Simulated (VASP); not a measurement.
# Y (P6_3/mmc) in VASP: further runs, part 2 of 2

VASP 6.6.1.

## Step 5: Single point, PBE (31.25 Å³/atom)

This run uses another cell than the first one, of 31.25 Å³/atom.

INCAR reads:

```
SYSTEM = Y
ALGO = Normal
EDIFF = 1E-6
ENCUT = 520
GGA = PE
ISIF = 2
ISMEAR = -1
LASPH = .TRUE.
LCHARG = .FALSE.
LREAL = .FALSE.
LWAVE = .FALSE.
NBANDS = 18
NELM = 80
PREC = Accurate
SIGMA = 0.05
```

KPOINTS reads:

```
k-points
0
G
  14 14 7
  0 0 0
```

POSCAR reads:

```
Y
1.0
    3.5926706514      0.0000000000      0.0000000000
   -1.7963353257      3.1113440515      0.0000000000
    0.0000000000      0.0000000000      5.5913585112
Y
2
Direct
    0.3333333333      0.6666666667      0.2500000000
    0.6666666667      0.3333333333      0.7500000000
```

Potentials or basis: VASP PAW PBE potentials, release 64 (Y_sv).

Launch:

```bash
cat potpaw_PBE.64/Y_sv/POTCAR > POTCAR
mpirun -np 1 vasp_std > vasp.out
```

OUTCAR:

```text
SYSTEM = Y
   EDIFF = 1E-6
   ENCUT = 520
   GGA = PE
   ISIF = 2
   ISMEAR = -1
   LASPH = .TRUE.
   LREAL = .FALSE.
   NELM = 80
   PREC = Accurate

 ion  position               nearest neighbor table
   1  0.333  0.667  0.250-   2 3.48   2 3.48   2 3.48   2 3.48   2 3.48   2 3.48
   2  0.667  0.333  0.750-   1 3.48   1 3.48   1 3.48   1 3.48   1 3.48   1 3.48

  LATTYP: Found a hexagonal cell.
 ALAT       =     3.5926706514
 C/A-ratio  =     1.5563237084

  Lattice vectors:

 A1 = (   3.5926706514,   0.0000000000,   0.0000000000)
 A2 = (  -1.7963353257,   3.1113440515,   0.0000000000)
 A3 = (   0.0000000000,   0.0000000000,   5.5913585112)

Analysis of symmetry for initial positions (statically):
=====================================================================
 Subroutine PRICEL returns:
 Original cell was already a primitive cell.

 Routine SETGRP: Setting up the symmetry group for a
 hexagonal supercell.

 Subroutine GETGRP returns: Found 24 space group operations
 (whereof 12 operations were pure point group operations)
 out of a pool of 24 trial point group operations.

The static configuration has the point symmetry D_3d.
 The point group associated with its full space group is D_6h.

Analysis of symmetry for dynamics (positions and initial velocities):
=====================================================================
 Subroutine PRICEL returns:
 Original cell was already a primitive cell.

 Routine SETGRP: Setting up the symmetry group for a
 hexagonal supercell.

 Subroutine GETGRP returns: Found 24 space group operations
 (whereof 12 operations were pure point group operations)
 out of a pool of 24 trial point group operations.

The dynamic configuration has the point symmetry D_3d.
 The point group associated with its full space group is D_6h.

 Subroutine INISYM returns: Found 24 space group operations
 (whereof 12 operations are pure point group operations),
 and found     1 'primitive' translations

----------------------------------------------------------------------------------------

                                     Primitive cell

  volume of cell :      62.5004

  direct lattice vectors                    reciprocal lattice vectors
     3.592670651  0.000000000  0.000000000     0.278344468  0.160702253  0.000000000
    -1.796335326  3.111344052  0.000000000     0.000000000  0.321404507  0.000000000
     0.000000000  0.000000000  5.591358511     0.000000000  0.000000000  0.178847412

  length of vectors
     3.592670651  3.592670651  5.591358511     0.321404507  0.321404507  0.178847412

  position of ions in fractional coordinates (direct lattice)
     0.333333333  0.666666667  0.250000000
     0.666666667  0.333333333  0.750000000

  ion indices of the primitive-cell ions
   primitive index   ion index
                 1           1
                 2           2

----------------------------------------------------------------------------------------

 KPOINTS: k-points

Automatic generation of k-mesh.
 Grid dimensions read from file:
 generate k-points for:   14   14    7

 Generating k-lattice:

  Cartesian coordinates                     Fractional coordinates (reciprocal lattice)
     0.019881748  0.011478732  0.000000000     0.071428571 -0.000000000  0.000000000
     0.000000000  0.022957465  0.000000000     0.000000000  0.071428571  0.000000000
     0.000000000  0.000000000  0.025549630     0.000000000  0.000000000  0.142857143

  Length of vectors
     0.022957465  0.022957465  0.025549630

  Shift w.r.t. Gamma in fractional coordinates (k-lattice)
     0.000000000  0.000000000  0.000000000

 Subroutine IBZKPT returns following result:
 ===========================================

 Found     96 irreducible k-points:

 Following reciprocal coordinates:
            Coordinates               Weight
  0.000000  0.000000  0.000000      1.000000
  0.071429  0.000000  0.000000      6.000000
  0.142857  0.000000  0.000000      6.000000
  0.214286  0.000000  0.000000      6.000000
  0.285714  0.000000  0.000000      6.000000
  0.357143  0.000000  0.000000      6.000000
[... 16 lines left out ...]
  0.285714  0.285714  0.000000      6.000000
  0.357143  0.285714  0.000000      6.000000
 [... further k-points ...]
   k-points           NKPTS =     96   k-points in BZ     NKDIM =     96   number of bands    NBANDS=     18
   number of dos      NEDOS =    301   number of ions     NIONS =      2
   total plane-waves  NPLWV =  32928
   dimension x,y,z NGX =    28 NGY =   28 NGZ =   42
   dimension x,y,z NGXF=    56 NGYF=   56 NGZF=   84
   ions per type =               2
   NGX,Y,Z   is equivalent  to a cutoff of  12.96, 12.96, 12.49 a.u.
   NGXF,Y,Z  is equivalent  to a cutoff of  25.91, 25.91, 24.98 a.u.
 SYSTEM =  Y
   PREC   = accura    normal or accurate (medium, high low for compatibility)
   ISTART =      0    job   : 0-new  1-cont  2-samecut
   ICHARG =      2    charge: 1-file 2-atom 10-const
   ISPIN  =      1    spin polarized calculation?
   LNONCOLLINEAR =      F non collinear calculations
   LSORBIT =      F    spin-orbit coupling
   LASPH  =      T    aspherical Exc in radial PAW
   ENCUT  =  520.0 eV  38.22 Ry    6.18 a.u.   6.68  6.68 10.40*2*pi/ulx,y,z
   NELM   =     80;   NELMIN=  2; NELMDL= -5     # of ELM steps
   EDIFF  = 0.1E-05   stopping-criterion for ELM
   LREAL  =      F    real-space projection
   EDIFFG = 0.1E-04   stopping-criterion for IOM
   NSW    =      0    number of steps for IOM
   IBRION =     -1    ionic relax: 0-MD 1-quasi-New 2-CG
   NFREE  =      0    steps in history (QN), initial steepest desc. (CG)
   ISIF   =      2    stress and relaxation
   ISYM   =      2    0-nonsym 1-usesym 2-fastsym
   POTIM  = 0.5000    time-step for ionic-motion
   TEBEG  =    0.0;   TEEND  =   0.0 temperature during run
   PSTRESS=    0.0 pullay stress
   NELECT =      22.0000    total number of electrons
   NUPDOWN=      -1.0000    fix difference up-down
   EMIN   =  10.00;   EMAX   =-10.00  energy-range for DOS
   EFERMI =   0.00;   METHOD = LEGACY
   ISMEAR =    -1;   SIGMA  =   0.05  broadening in eV -4-tet -1-fermi 0-gaus
   EFERMI_NEDOS =   21; number of points for ismear=-14 and -15
   IALGO  =     38    algorithm
   IMIX   =      4    mixing-type and parameters
     AMIX     =   0.40;   BMIX     =  1.00
     AMIX_MAG =   1.60;   BMIX_MAG =  1.00
  volume/ion in A,a.u.               =      31.25       210.89
  Fermi-wavevector in a.u.,A,eV,Ry     =   1.155903  2.184340 18.178910  1.336112
  Thomas-Fermi vector in A             =   2.292528
   LORBIT       =      0    0 simple, 1 ext, 2 COOP (PROOUT), +10 PAW based schemes
   GGA     = PE    functional components
   LHFCALC =     F    Hartree Fock is set to
   AEXX    =    0.0000 exact exchange contribution
   IVDW    =     0    specifies the selected vdW correction
   LEPSILON=     F    determine dielectric tensor
   LRPA    =     F    only Hartree local field effects (RPA)
 non-spin polarized calculation
  energy-cutoff  :      520.00
  volume of cell :       62.50
 maximum number of plane-waves:      1709
 NGX is ok and might be reduce to    28
   NGX = 13   NGY = 13   NGZ = 21

 number of electron      22.0000002 magnetization

 Free energy of the ion-electron system (eV)
  ---------------------------------------------------
  ext. energy  EPLUGINS =         0.00000000
  ---------------------------------------------------
  free energy    TOTEN  =       -12.86050080 eV

  energy without entropy =      -12.82615830  energy(sigma->0) =      -12.84332955

 E-fermi :   3.2434     XC(G=0):  -9.6203

 val. band max:        3.2431890622   @ k =   0.2857   0.2143   0.4286
 cond. band min:       3.2461904002   @ k =   0.2857   0.1429   0.4286
 fundamental gap:      0.0030013380
 Fermi energy:         3.2433852840

 k-point     1 :       0.0000    0.0000    0.0000
  band No.  band energies     occupation
      1     -39.3240      2.00000
      2     -39.2304      2.00000
      3     -19.6691      2.00000
      4     -19.1079      2.00000
      5     -19.1079      2.00000
      6     -18.9997      2.00000
[... 10 lines left out ...]
     17       6.0959      0.00000
     18       6.0959      0.00000
[... 463 lines left out ...]
 k-point    24 :       0.3571    0.2857    0.0000
  band No.  band energies     occupation
      1     -39.2340      2.00000
      2     -39.2264      2.00000
      3     -19.4708      2.00000
      4     -19.3545      2.00000
      5     -19.3534      2.00000
      6     -19.2788      2.00000
[... 10 lines left out ...]
     17       8.2862      0.00000
     18       8.6241      0.00000

 [... further k-points ...]

------------------------ aborting loop because EDIFF is reached ----------------------------------------

  FORCE on cell =-STRESS in cart. coord.  units (eV):
  Direction    XX          YY          ZZ          XY          YZ          ZX
  --------------------------------------------------------------------------------------
  -------------------------------------------------------------------------------------
  Total        0.8314893      0.8314893      0.8450307     -0.0000000     -0.0000000      0.0000000
  in kB       21.3149572     21.3149572     21.6620863     -0.0000000     -0.0000000      0.0000000
  external PRESSURE =      21.4306669 kB  Pullay stress =       0.0000000 kB

 VOLUME and BASIS-vectors are now :
 -----------------------------------------------------------------------------
  energy-cutoff  :      520.00
  volume of cell :       62.50
      direct lattice vectors                 reciprocal lattice vectors
     3.592670651  0.000000000  0.000000000     0.278344468  0.160702253  0.000000000
    -1.796335326  3.111344052  0.000000000     0.000000000  0.321404507  0.000000000
     0.000000000  0.000000000  5.591358511     0.000000000  0.000000000  0.178847412

 POSITION                                       TOTAL-FORCE (eV/Angst)
 -----------------------------------------------------------------------------------
     -0.00000      2.07423      1.39784         0.000000     -0.000000      0.000000
      1.79634      1.03711      4.19352        -0.000000      0.000000      0.000000
 -----------------------------------------------------------------------------------
    total drift:                               -0.000000      0.000000     -0.000000

  FREE ENERGIE OF THE ION-ELECTRON SYSTEM (eV)
  ---------------------------------------------------
  free  energy   TOTEN  =       -12.8605007958 eV

  energy  without entropy=      -12.8261582994  energy(sigma->0) =      -12.84332955
```

OSZICAR:

```text
N       E                     dE             d eps       ncg     rms          rms(c)
DAV:   1     0.898549468895E+02    0.89855E+02   -0.11366E+04  3456   0.117E+03
DAV:   2    -0.574814731837E+01   -0.95603E+02   -0.94030E+02  4364   0.261E+02
DAV:   3    -0.129752886858E+02   -0.72271E+01   -0.71560E+01  5864   0.435E+01
DAV:   4    -0.132094390820E+02   -0.23415E+00   -0.23397E+00  4342   0.783E+00
DAV:   5    -0.132154932653E+02   -0.60542E-02   -0.60515E-02  5068   0.980E-01    0.341E+01
DAV:   6    -0.129130012590E+02    0.30249E+00   -0.40258E-01  3816   0.393E+00    0.211E+01
DAV:   7    -0.128721515569E+02    0.40850E-01   -0.80550E-01  4688   0.509E+00    0.182E+00
DAV:   8    -0.128611353091E+02    0.11016E-01   -0.14984E-01  4232   0.222E+00    0.982E-01
DAV:   9    -0.128604164664E+02    0.71884E-03   -0.41542E-03  4566   0.394E-01    0.395E-01
DAV:  10    -0.128605289717E+02   -0.11251E-03   -0.13976E-03  3850   0.323E-01    0.225E-01
DAV:  11    -0.128605044468E+02    0.24525E-04   -0.74543E-05  5110   0.667E-02    0.518E-02
DAV:  12    -0.128604989579E+02    0.54889E-05   -0.24258E-05  3748   0.420E-02    0.165E-02
DAV:  13    -0.128605005346E+02   -0.15767E-05   -0.40531E-06  3812   0.169E-02    0.472E-03
DAV:  14    -0.128605007958E+02   -0.26120E-06   -0.18297E-07  2068   0.366E-03
   1 F= -.12860501E+02 E0= -.12843330E+02  d E =-.343425E-01
```

Wall time 44 s (1 thread of Intel Xeon 6975P-C (Granite Rapids), shared host); peak memory 0.25 GiB.

What came out:

```yaml
Free_energy: -12.8605 eV
Pressure: 2.1 GPa
Band_gap_on_the_k_mesh: zero (bands 11 and 12 overlap by 1.57 eV)
```

Levels at points of the mesh, in eV from the Fermi level:
```tsv
k point	band 7	band 8	band 9	band 10	band 11	band 12	band 13	band 14	band 15	band 16
(0.00, 0.00, 0.00)	-22.24	-22.20	-4.76	-1.92	1.10	1.78	1.78	2.17	2.44	2.44
(0.50, 0.00, 0.00)	-22.39	-22.31	-1.70	-1.28	-0.88	-0.04	1.46	1.52	2.20	5.24
```

## Step 6: The runs side by side

```csv
cell,gap on the mesh (eV),pressure (GPa)
"a = 3.299, b = 3.299, c = 5.235 Å, angles 90.0, 90.0, 120.0°, 2 atoms",none,17.1
"a = 3.451, b = 3.451, c = 5.422 Å, angles 90.0, 90.0, 120.0°, 2 atoms",none,8.0
"a = 3.593, b = 3.593, c = 5.591 Å, angles 90.0, 90.0, 120.0°, 2 atoms",none,2.1
```

Alike in all rows: task single point; level PBE; potentials or basis VASP PAW PBE potentials, release 64 (Y_sv); no spin polarisation; k mesh 14 × 14 × 7; cutoff (eV) 520; smearing fermi-dirac 0.05 eV.

Caveats: the cell stands under pressure (at least some runs).

Absolute energies hang on the potentials; compare differences alone.
